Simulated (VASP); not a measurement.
Runs of VASP 6.6.1 on LiNbO3. The structure is that of space group R-3c (No. 167), or close to it. The cells are those of the table. 

```tsv
task	cell	cutoff (eV)	gap on the mesh (eV)	largest force (eV/Å)
single point	a = 5.498 Å, angles 56.7°, 10 atoms	520	(b)	0.02
single point	a = 5.596 Å, angles 56.9°, 10 atoms	520	2.30	0.02
relaxation of shape and atoms at fixed volume	relaxed from a = 5.387 Å, angles 56.7°, 10 atoms	600	(a)	-
single point	a = 5.549 Å, angles 56.8°, 10 atoms	520	2.40	0.02
single point	a = 5.651 Å, angles 57.2°, 10 atoms	520	2.18	0.01
```

Alike in all rows: level PBE; potentials or basis VASP PAW PBE potentials, release 64 (Li_sv, Nb_sv, O); no spin polarisation; k mesh 6 × 6 × 6; smearing gaussian 0.02 eV.

Question: Estimate the missing entries.

Answer: (a) 2.67; (b) 2.49.

A k mesh can miss the band edges, and the runs leave out spin-orbit coupling on Nb.
